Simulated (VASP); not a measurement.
GaCo, 2 atoms in the cell. It takes space group Pm-3m (No. 221, cubic). The conventional cell has a = 2.913 Å, b = 2.913 Å, c = 2.913 Å, α = 90.00°, β = 90.00°, γ = 90.00°. Within 3.3 Å of Co (site symmetry m-3m) lie 8 Ga at 2.52 Å and 6 Co at 2.91 Å. Within 3.3 Å of Ga (site symmetry m-3m) lie 8 Co at 2.52 Å and 6 Ga at 2.91 Å. 

* Program: VASP 6.6.1
* Task: single point
* Functional: PBE
* Potentials or basis: VASP PAW PBE potentials, release 64 (Co, Ga_d)
* Cutoff: 520 eV
* k mesh: 6 × 6 × 6
* Occupations: methfessel-paxton, width 0.1834 eV
* Spin: no spin polarisation
* Dipole correction: no
* Further INCAR settings: ALGO = Normal; EDIFF = 1e-06; NBANDS = 18

Potentials or basis: VASP PAW PBE potentials, release 64 (Co, Ga_d).

The run is started by

```sh
$ cat potpaw_PBE.64/Co/POTCAR potpaw_PBE.64/Ga_d/POTCAR > POTCAR
$ mpirun -np 1 vasp_std > vasp.out
```

Hardware: 1 thread of Intel(R) Xeon(R) Platinum 8559C (Emerald Rapids), with other jobs on the host.

Estimate the wall time of this run.

Run time: 5.2 s on 1 thread of Intel(R) Xeon(R) Platinum 8559C (Emerald Rapids), on a shared host, peak memory 0.14 GiB. Counts: scf iterations 12, k points 20.
